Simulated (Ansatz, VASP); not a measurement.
# One calculation of HfN, two programs

File POSCAR:

```
HfN
1.0
    3.2386301157      0.0000000000      0.0000000000
   -1.6193150578      2.8047359537      0.0000000000
    0.0000000000      0.0000000000      5.5880023186
Hf N
2 2
Direct
    0.6666666667      0.3333333333      0.7500000000
    0.3333333333      0.6666666667      0.2500000000
    0.0000000000      0.0000000000      0.0000000000
    0.0000000000      0.0000000000      0.5000000000
```

The input INCAR.step1:

```
PREC = Accurate ; ENCUT = 520
ISMEAR = 0 ; SIGMA = 0.15
LREAL = False ; LASPH = True
NELM = 100 ; NBANDS = 23
GGA = PE ; ALGO = Normal
EDIFF = 1E-4 ; LWAVE = True
LCHARG = False
```

File INCAR.step2:

```
PREC = Accurate ; ENCUT = 520
EDIFF = 1E-6 ; ISMEAR = 0
SIGMA = 0.15 ; LREAL = False
LASPH = True ; NELM = 100
ALGO = Normal ; ISIF = 2
LWAVE = False ; LCHARG = False
METAGGA = R2SCAN ; LMIXTAU = True
NBANDS = 23 ; ISTART = 1
```

Contents of KPOINTS:

```
Automatic mesh
0
Gamma
  18 18 10
```

Input for Ansatz:

```yaml
crystal:
  lattice:
    - [3.2386301157, 0.0, 0.0]
    - [-1.6193150578, 2.8047359537, 0.0]
    - [0.0, 0.0, 5.5880023186]
  atoms:
    - { symbol: Hf, position: [0.6666666667, 0.3333333333, 0.75] }
    - { symbol: Hf, position: [0.3333333333, 0.6666666667, 0.25] }
    - { symbol: "N", position: [0.0, 0.0, 0.0] }
    - { symbol: "N", position: [0.0, 0.0, 0.5] }
basis:
  ecutwfc: 500
kpoints:
  mp_grid: { grid: [18, 18, 10] }
hamiltonian:
  xc: r2scan
scf:
  occupations: { method: gaussian, width: 0.15 }
output:
  forces: true
  stress: true
  eigenvalues: true
```

Change from the starting cell: strain +0.030 along x and y, +0.030 along z, atoms carried along.

Alike in both runs: task single point; functional r2SCAN; k mesh 18 × 18 × 10; occupations gaussian, width 0.15 eV; no spin polarisation.

```csv
,VASP,Ansatz
version,VASP 6.6.1,Ansatz 0.2.0
potentials or method,"VASP PAW PBE potentials, release 64 (Hf_pv, N), cutoff 520 eV","scalar-relativistic, plane waves, PAW"
valence electrons in the cell,30,62
```

```tsv
	VASP	Ansatz	Ansatz less VASP
gap on the k mesh at the Fermi level (eV)	none	none	-
pressure (GPa)	-22.7	-20.4	+2.26
traceless stress, the component that is largest in VASP (GPa)	0.27	0.20	-0.072
```

VASP's potentials were made for PBE, not for r2SCAN. A gap of «none» marks a metal or a gap that the smearing closes. VASP's potentials hold 30 valence electrons a cell and Ansatz's 62, so a difference there can come from the potentials and not from the codes.

Neither program's run includes spin-orbit coupling.
